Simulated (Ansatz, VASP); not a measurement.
## One calculation of CuTe, two programs

File INCAR:

```
PREC = Accurate
ENCUT = 600
EDIFF = 1E-6
ISMEAR = 0
SIGMA = 0.05
LREAL = False
LASPH = True
NELM = 200
ALGO = Normal
ISIF = 2
LWAVE = False
LCHARG = False
ISPIN = 2
MAGMOM = 1 1 0 0
LORBIT = 11
LMAXMIX = 4
LDAU = True
LDAUTYPE = 2
LDAUL = 2 -1
LDAUU = 6 0
LDAUJ = 0 0
LDAUPRINT = 1
NBANDS = 29
GGA_COMPAT = False
```

The input KPOINTS:

```
Automatic mesh
0
Gamma
  5 5 3
```

The input POSCAR:

```
CuTe
1.0
    4.4766529800      0.0000000000      0.0000000000
   -2.2383264900      3.8768952000      0.0000000000
    0.0000000000      0.0000000000      7.3317239900
Cu Te
2 2
Direct
    0.6666666667      0.3333333333      0.0000000000
    0.3333333333      0.6666666667      0.5000000000
    0.6666666667      0.3333333333      0.6252000000
    0.3333333333      0.6666666667      0.1252000000
```

Input for Ansatz:

```yaml
crystal:
  lattice:
    - [4.47665298, 0.0, 0.0]
    - [-2.23832649, 3.8768952, 0.0]
    - [0.0, 0.0, 7.33172399]
  atoms:
    - { symbol: Cu, position: [0.6666666667, 0.3333333333, 0.0], spin: 1.0 }
    - { symbol: Cu, position: [0.3333333333, 0.6666666667, 0.5], spin: 1.0 }
    - { symbol: Te, position: [0.6666666667, 0.3333333333, 0.6252] }
    - { symbol: Te, position: [0.3333333333, 0.6666666667, 0.1252] }
basis:
  ecutwfc: 420
  ecutrho_ratio: 4
kpoints:
  mp_grid: { grid: [5, 5, 3] }
hamiltonian:
  xc: lda
  hubbard:
    sites: [{ site: 0, l: d, u_eff: 6.0 }, { site: 1, l: d, u_eff: 6.0 }]
scf:
  occupations: { method: gaussian, width: 0.05 }
  lower_state_search: "off"
  max_iter: 150
output:
  forces: true
  stress: true
  eigenvalues: true
  populations: true
  hubbard: { sites: [{ site: 0, l: d }, { site: 1, l: d }] }
magnetization:
  spin_polarized: true
```

Alike in both runs: task single point; functional LDA; k mesh 5 × 5 × 3; occupations gaussian, width 0.05 eV; collinear spin; Hubbard terms Cu d U = 6.0 eV.

|  | VASP | Ansatz |
| --- | --- | --- |
| version | VASP 6.6.1 | Ansatz 0.2.0 |
| potentials or method | VASP PAW LDA potentials, release 64 (Cu, Te), cutoff 600 eV | scalar-relativistic, plane waves, PAW |
| valence electrons in the cell | 34 | 70 |

Ansatz gave:

| Item | Value |
| --- | --- |
| gap on the k mesh at the Fermi level (eV) | none |
| pressure (GPa) | -9.6 |
| traceless stress, the component that is largest in VASP (GPa) | -0.35 |
| rms of the force components (eV/Å) | 0.018 |
| net moment per atom (μB) | 0.00 |

Problem. Estimate VASP's values.

Solution. gap on the k mesh at the Fermi level (eV): none; pressure (GPa): -9.7; traceless stress, the component that is largest in VASP (GPa): -0.37; rms of the force components (eV/Å): 0.016; net moment per atom (μB): 0.00.

LDA's correlation is that of Perdew and Zunger in VASP and of Perdew and Wang (1992) in Ansatz. The programs project onto different local orbitals, so the same U acts differently, and such runs can settle in different states. Atom by atom the forces differ by 0.002 eV/Å (rms over components). A gap of «none» marks a metal or a gap that the smearing closes. VASP's potentials hold 34 valence electrons a cell and Ansatz's 70, so a difference there can come from the potentials and not from the codes. Ansatz's warnings: filled band counts differ across k points, seeded moment not kept.

Spin-orbit coupling is off throughout.
